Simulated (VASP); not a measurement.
## MnF2: single point with PBE+U

The system is MnF2.

```
Mn F
1.0
     4.87380    0.00000    0.00000
     0.00000    4.87380    0.00000
     0.00000    0.00000    3.31070
Mn F
2 4
Direct
  0.00000 0.00000 0.00000
  0.50000 0.50000 0.50000
  0.30530 0.30530 0.00000
  0.19470 0.80530 0.50000
  0.69470 0.69470 0.00000
  0.80530 0.19470 0.50000
```

```yaml
Program: VASP 6.6.1
Task: single point
Functional: PBE
Potentials_or_basis: VASP PAW PBE potentials, release 64 (Mn_pv, F)
Cutoff: 520 eV
k_mesh: 4 × 4 × 6
Occupations: gaussian, width 0.1 eV
Spin: collinear spin, antiferromagnetic start
Starting_moments: "[5.0, -5.0, 0.0, 0.0, 0.0, 0.0] μB"
Hubbard_terms: Mn d U = 3.9 eV
Dipole_correction: no
Further_INCAR_settings: ALGO = Normal; EDIFF = 1e-06; NBANDS = 40
```

```yaml
Pressure: 4.5 GPa
Largest_force: 0.074 eV/Å
Band_gap_on_the_k_mesh: 3.53 eV (least direct gap 3.57 eV)
Net_moment: 0.00 μB per cell
Site_moments: Mn +4.67, -4.67; F -0.02, +0.02 (each value once) μB
Valence_electrons_inside_the_program's_atomic_spheres: Mn 11.27; F 6.11
```

Forces in eV/Å, atoms in the order of the input:
```
Mn   0.000  0.000  0.000
Mn   0.000  0.000  0.000
F   -0.052 -0.052  0.000
F    0.052 -0.052  0.000
F    0.052  0.052  0.000
F   -0.052  0.052  0.000
```

Stress tensor (GPa, compression positive):
```
4.30 0.00 0.00
0.00 4.30 0.00
0.00 0.00 4.79
```

Levels at points of the mesh, in eV from the valence-band top:
Spin up:
```
           k point  band 23  band 24  band 25  band 26  band 27  band 28  band 29  band 30  band 31  band 32
(0.00, 0.00, 0.00)    -1.91    -1.74    -1.46    -0.46    -0.04     3.53     5.46     6.05     6.11     6.84
(0.50, 0.00, 0.00)    -1.84    -1.68    -1.39    -0.16     0.00     5.41     5.61     6.03     6.07     6.14
(0.50, 0.50, 0.00)    -1.91    -1.72    -1.24    -0.73    -0.04     5.43     5.79     6.07     6.10     6.94
(0.00, 0.00, 0.50)    -1.86    -1.58    -1.19    -0.71    -0.45     5.78     5.80     5.88     6.58     6.68
(0.50, 0.00, 0.50)    -1.86    -1.71    -1.36    -0.81    -0.09     5.77     5.80     6.08     6.50     6.99
(0.50, 0.50, 0.50)    -1.85    -1.69    -1.40    -0.73    -0.21     5.81     5.81     6.09     6.44     6.80
```
Spin down:
| k point | band 25 | band 26 | band 27 | band 28 | band 29 | band 30 |
| --- | --- | --- | --- | --- | --- | --- |
| (0.00, 0.00, 0.00) | -1.46 | -0.46 | -0.04 | 3.53 | 5.46 | 6.05 |
| (0.50, 0.00, 0.00) | -1.39 | -0.16 | 0.00 | 5.41 | 5.61 | 6.03 |
| (0.50, 0.50, 0.00) | -1.24 | -0.73 | -0.04 | 5.43 | 5.79 | 6.07 |
| (0.00, 0.00, 0.50) | -1.19 | -0.71 | -0.45 | 5.78 | 5.80 | 5.88 |
| (0.50, 0.00, 0.50) | -1.36 | -0.81 | -0.09 | 5.77 | 5.80 | 6.08 |
| (0.50, 0.50, 0.50) | -1.40 | -0.73 | -0.21 | 5.81 | 5.81 | 6.09 |

Eigenvalues of the final occupation matrices:
```tsv
site	spin	trace	eigenvalues
site 1 d	1	4.81	0.94 0.95 0.95 0.98 0.98
site 1 d	2	0.17	0.01 0.01 0.02 0.06 0.07
site 2 d	1	0.17	0.01 0.01 0.02 0.06 0.07
site 2 d	2	4.81	0.94 0.95 0.95 0.98 0.98
```

It took 110 s on 1 thread of Intel(R) Xeon(R) Platinum 8375C CPU @ 2.90GHz (Ice Lake), on a shared host, peak memory 0.27 GiB.

Caveat: the cell stands under pressure. The state reached can hang on the start; a lower one may exist.
